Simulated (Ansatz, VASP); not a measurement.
# One calculation of Sr4HfO, two programs

```
Sr Hf O
1.0
     6.21528    0.00000    0.00000
    -3.10764    5.38259    0.00000
     0.00000    0.00000    4.72089
Sr Hf O
4 1 1
Direct
  0.33333 0.66667 0.00000
  0.16764 0.33528 0.50000
  0.66472 0.83236 0.50000
  0.16764 0.83236 0.50000
  0.66667 0.33333 0.00000
  0.00000 0.00000 0.00000
```

Change from the starting cell: species swapped into the NdAlCu4 type (P-6m2, No. 187).

Alike in both runs: task relaxation of cell and atoms; functional PBE; k mesh 3 × 3 × 4; occupations gaussian, width 0.1 eV; no spin polarisation.

|  | VASP | Ansatz |
| --- | --- | --- |
| version | VASP 6.6.1 | Ansatz 0.2.0 |
| potentials or method | VASP PAW PBE potentials, release 64 (Sr_sv, Hf_pv, O), cutoff 600 eV | scalar-relativistic, plane waves, PAW |
| valence electrons in the cell | 56 | 72 |

```tsv
	VASP	Ansatz	Ansatz less VASP
gap on the k mesh at the Fermi level, each at its own relaxed structure (eV)	none	none	-
relaxed volume (Å³/atom)	34.55	35.53	+0.974
relaxed length of the cell vector where the two differ most in proportion (Å)	8.173	8.332	+0.1585
```

A gap of «none» marks a metal or a gap that the smearing closes. VASP's potentials hold 56 valence electrons a cell and Ansatz's 72, so a difference there can come from the potentials and not from the codes.

The k mesh is coarse, so the values compare programs but aren't converged. Spin-orbit coupling is off throughout. Noted on VASP's run: the volume moved by over 15 % at a fixed basis, so the end points are rough.
